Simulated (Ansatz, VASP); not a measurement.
Ga2IN3: VASP beside Ansatz

INCAR

```
  PREC = Accurate
  ENCUT = 600
  EDIFF = 1E-6
  ISMEAR = 0
  SIGMA = 0.1
  LREAL = F
  LASPH = T
  NELM = 80
  ALGO = Normal
  ISIF = 3
  LWAVE = F
  LCHARG = F
  GGA = PE
  IBRION = 2
  NSW = 90
  EDIFFG = -0.04
```

File KPOINTS:

```
regular mesh
0
Gamma
  6 6 4
```

POSCAR

```
Ga2IN3
1.0
    5.5596955200      0.0000000000      0.0000000000
   -2.7798477600      4.8148375600      0.0000000000
    0.0000000000      0.0000000000      4.1781410000
Ga I N
2 1 3
Direct
    0.3333333300      0.6666666700      0.0000000000
    0.6666666700      0.3333333300      0.0000000000
    0.0000000000      0.0000000000      0.0000000000
    0.5000000000      0.0000000000      0.5000000000
    0.0000000000      0.5000000000      0.5000000000
    0.5000000000      0.5000000000      0.5000000000
```

Input for Ansatz:

```yaml
crystal:
  lattice:
    - [5.55969552, 0.0, 0.0]
    - [-2.77984776, 4.81483756, 0.0]
    - [0.0, 0.0, 4.178141]
  atoms:
    - { symbol: Ga, position: [0.33333333, 0.66666667, 0.0] }
    - { symbol: Ga, position: [0.66666667, 0.33333333, 0.0] }
    - { symbol: I, position: [0.0, 0.0, 0.0] }
    - { symbol: "N", position: [0.5, 0.0, 0.5] }
    - { symbol: "N", position: [0.0, 0.5, 0.5] }
    - { symbol: "N", position: [0.5, 0.5, 0.5] }
basis:
  ecutwfc: 420
kpoints:
  mp_grid: { grid: [6, 6, 4] }
hamiltonian:
  xc: pbe
scf:
  occupations: { method: gaussian, width: 0.1 }
  lower_state_search: "off"
output:
  forces: true
  stress: true
  eigenvalues: true
relax:
  adjacent_minimum: "off"
  f_tol: 0.04
  max_steps: 70
  cell: { stress_tol: 0.4 }
```

Change from the starting cell: species swapped into the CeZn2Ni3 type (P6/mmm, No. 191).

Alike in both runs: task relaxation of cell and atoms; functional PBE; k mesh 6 × 6 × 4; occupations gaussian, width 0.1 eV; no spin polarisation.

|  | VASP | Ansatz |
| --- | --- | --- |
| version | VASP 6.6.1 | Ansatz 0.2.0 |
| potentials or method | VASP PAW PBE potentials, release 64 (Ga_d, I, N), cutoff 600 eV | scalar-relativistic, plane waves, PAW |
| valence electrons in the cell | 48 | 58 |

```csv
,VASP,Ansatz,Ansatz less VASP
"gap on the k mesh at the Fermi level, each at its own relaxed structure (eV)",none,none,-
relaxed volume (Å³/atom),13.04,12.99,-0.043
relaxed length of the cell vector where the two differ most in proportion (Å),2.837,2.833,-0.0042
```

A gap of «none» marks a metal or a gap that the smearing closes. VASP's potentials hold 48 valence electrons a cell and Ansatz's 58, so a difference there can come from the potentials and not from the codes.

The k mesh is coarse, so the values compare programs but aren't converged. Spin-orbit coupling is off throughout. Noted on VASP's run: the volume moved by over 15 % at a fixed basis, so the end points are rough.
